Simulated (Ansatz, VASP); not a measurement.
## AgCl: VASP beside Ansatz

```
Ag Cl
1.0
     3.43397   -0.05151   -0.05151
    -0.05151    3.43397   -0.05151
    -0.05151   -0.05151    3.43397
Ag Cl
1 1
Direct
  0.00000 0.00000 0.00000
  0.50000 0.50000 0.50000
```

Change from the starting cell: equal xy, yz and zx shear strains of -3 %, crystal datasets.

Alike in both runs: task electric field gradients; functional PBE; k mesh 9 × 9 × 9; occupations fermi-dirac, width 0.01 eV; no spin polarisation.

|  | VASP | Ansatz |
| --- | --- | --- |
| version | VASP 6.6.1 | Ansatz 0.2.0 |
| potentials or method | VASP PAW PBE potentials, release 64 (Ag, Cl), cutoff 520 eV | all-electron PAW with datasets made for the crystal, scalar-relativistic |

```tsv
	VASP	Ansatz	Ansatz less VASP
gap on the k mesh at the Fermi level (eV)	0.53	0.53	+0.002
pressure (GPa)	-0.2	0.0	+0.13
traceless stress, the component that is largest in VASP (GPa)	-0.35	-0.35	+0.007
size of Vzz on the site where it differs most (V/Å²)	13.9	12.7	-1.24
```

Ansatz ran all-electron here, and VASP with PAW potentials.
